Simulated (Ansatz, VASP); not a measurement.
**Two plane-wave programs on ScB4**

File INCAR:

```
ALGO = Normal
EDIFF = 1E-6
ENCUT = 520
GGA = PE
ISIF = 2
ISMEAR = 0
LASPH = True
LCHARG = False
LREAL = False
LWAVE = False
NBANDS = 20
NELM = 60
PREC = Accurate
SIGMA = 0.1
```

Contents of KPOINTS:

```
k-points
0
Gamma
  6 6 4
```

File POSCAR:

```
ScB4
1.0
    3.3662634100      0.0000000000      0.0000000000
    0.0000000000      3.3662634100      0.0000000000
    0.0000000000      0.0000000000      4.1476541300
Sc B
1 4
Direct
    0.0000000000      0.0000000000      0.5000000000
    0.5000000000      0.0000000000      0.0000000000
    0.0000000000      0.5000000000      0.0000000000
    0.5000000000      0.5000000000      0.0000000000
    0.5000000000      0.5000000000      0.5000000000
```

Input for Ansatz:

```yaml
crystal:
  lattice:
    - [3.36626341, 0.0, 0.0]
    - [0.0, 3.36626341, 0.0]
    - [0.0, 0.0, 4.14765413]
  atoms:
    - { symbol: Sc, position: [0.0, 0.0, 0.5] }
    - { symbol: B, position: [0.5, 0.0, 0.0] }
    - { symbol: B, position: [0.0, 0.5, 0.0] }
    - { symbol: B, position: [0.5, 0.5, 0.0] }
    - { symbol: B, position: [0.5, 0.5, 0.5] }
basis:
  ecutwfc: 420
kpoints:
  mp_grid: { grid: [6, 6, 4] }
hamiltonian:
  xc: pbe
scf:
  occupations: { method: gaussian, width: 0.1 }
  lower_state_search: "off"
output:
  forces: true
  stress: true
  eigenvalues: true
```

Alike in both runs: task single point; functional PBE; k mesh 6 × 6 × 4; occupations gaussian, width 0.1 eV; no spin polarisation.

|  | VASP | Ansatz |
| --- | --- | --- |
| version | VASP 6.6.1 | Ansatz 0.2.0 |
| potentials or method | VASP PAW PBE potentials, release 64 (Sc_sv, B), cutoff 520 eV | scalar-relativistic, plane waves, PAW |
| valence electrons in the cell | 23 | 23 |

Ansatz gave:

| Property | Result |
| --- | --- |
| gap on the k mesh at the Fermi level (eV) | none |
| pressure (GPa) | 2.7 |
| traceless stress, the component that is largest in VASP (GPa) | 4.65 |

Problem. What did VASP give for the same quantities?

Solution. gap on the k mesh at the Fermi level (eV): none; pressure (GPa): 2.9; traceless stress, the component that is largest in VASP (GPa): 4.64.

A gap of «none» marks a metal or a gap that the smearing closes. With one functional, cell and mesh, what is left measures potentials, basis and numerics.

The k mesh is coarse, so the values compare programs but aren't converged.
